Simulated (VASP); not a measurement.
# WS2: relaxation of cell and atoms with PBE+D4

Crystal: WS2.

```
CELL_PARAMETERS angstrom
1.57900 0.91164 6.16333
-1.57900 0.91164 6.16333
0.00000 -1.82327 6.16333
ATOMIC_POSITIONS crystal
W 0.00000 0.00000 0.00000
S 0.58100 0.58100 0.58100
S 0.75030 0.75030 0.75030
```

```
Program                : VASP 6.6.1
Task                   : relaxation of cell and atoms
Functional             : PBE
Dispersion             : D4
Potentials or basis    : VASP PAW PBE potentials, release 64 (W_sv, S)
Cutoff                 : 600 eV
k mesh                 : 10 × 10 × 10
Occupations            : fermi-dirac, width 0.05 eV
Spin                   : no spin polarisation
Dipole correction      : no
Further INCAR settings : ALGO = Normal; EDIFF = 1e-07; IBRION = 2; EDIFFG = -0.01; NSW = 60; ISIF = 3
```

- Relaxed volume: 17.48 Å³/atom
- Relaxed cell: a = 6.336 Å, b = 6.336 Å, c = 6.336 Å, α = 28.87°, β = 28.87°, γ = 28.87°
- Space group after relaxing (to 0.1 Å): R3m (No. 160)
- Energy gained by relaxing: 3.2 meV/atom
- Ionic steps: 13
- Pressure after relaxing: 0.0 GPa
- Largest force after relaxing: 0.009 eV/Å
- Band gap on the k mesh: 0.99 eV (least direct gap 2.23 eV)
- Dispersion energy per atom: -0.449 eV

Forces in eV/Å, atoms in the order of the input:
```
W    0.000  0.000  0.009
S    0.000  0.000 -0.006
S    0.000  0.000 -0.003
```

Step by step:
| step | energy change (eV) | largest force (eV/Å) | pressure (GPa) | volume (Å³) |
| --- | --- | --- | --- | --- |
| 1 | 0.0000 | 0.6084 | 0.79 | 53.23 |
| 2 | 0.0092 | 0.8082 | -2.34 | 53.90 |
| 3 | -0.0067 | 0.0423 | -0.51 | 53.49 |
| 4 | -0.0069 | 0.1720 | 0.44 | 53.14 |
| 5 | -0.0071 | 0.1034 | 0.05 | 53.29 |
| 6 | -0.0077 | 0.0738 | 0.08 | 53.15 |
| 7 | -0.0084 | 0.0274 | 0.13 | 52.92 |
| 8 | -0.0084 | 0.0740 | 0.26 | 52.46 |
| 9 | -0.0086 | 0.0324 | 0.20 | 52.69 |
| 10 | -0.0090 | 0.0249 | 0.08 | 52.65 |
| 11 | -0.0096 | 0.0468 | -0.26 | 52.53 |
| 12 | -0.0096 | 0.0242 | 0.14 | 52.40 |
| 13 | -0.0097 | 0.0090 | 0.00 | 52.44 |

Final structure:
```cif
data_structure
_symmetry_space_group_name_H-M 'P 1'
_symmetry_Int_Tables_number 1
_cell_length_a 6.3362
_cell_length_b 6.3362
_cell_length_c 6.3362
_cell_angle_alpha 28.871
_cell_angle_beta 28.871
_cell_angle_gamma 28.871
_cell_volume 52.44
loop_
_atom_site_label
_atom_site_type_symbol
_atom_site_fract_x
_atom_site_fract_y
_atom_site_fract_z
_atom_site_occupancy
W1 W 0.99933 0.99933 0.99933 1
S1 S 0.57958 0.57958 0.57958 1
S2 S 0.75238 0.75238 0.75238 1
```

Levels at points of the mesh, in eV from the valence-band top:
```
           k point  band 9  band 10  band 11  band 12  band 13  band 14  band 15  band 16  band 17
(0.00, 0.00, 0.00)   -3.52    -2.31    -2.31    -1.45    -1.31     2.15     2.15     2.45     2.45
(0.50, 0.00, 0.00)   -5.36    -4.18    -2.62    -1.83    -1.77     2.28     2.54     3.61     3.74
(0.50, 0.50, 0.00)   -5.02    -4.07    -3.28    -2.08    -1.60     2.23     2.70     3.16     4.33
(0.50, 0.50, 0.50)   -3.54    -3.54    -2.27    -2.27     0.00     2.23     2.23     2.31     2.31
```

Run time: 65 min on 1 thread of Intel(R) Xeon(R) Platinum 8259CL CPU @ 2.50GHz (Skylake/Cascade Lake), on a shared host, peak memory 0.53 GiB.

Caveat: spin-orbit coupling is left out, which moves the levels of the heavy elements. A k mesh can miss the band edges.
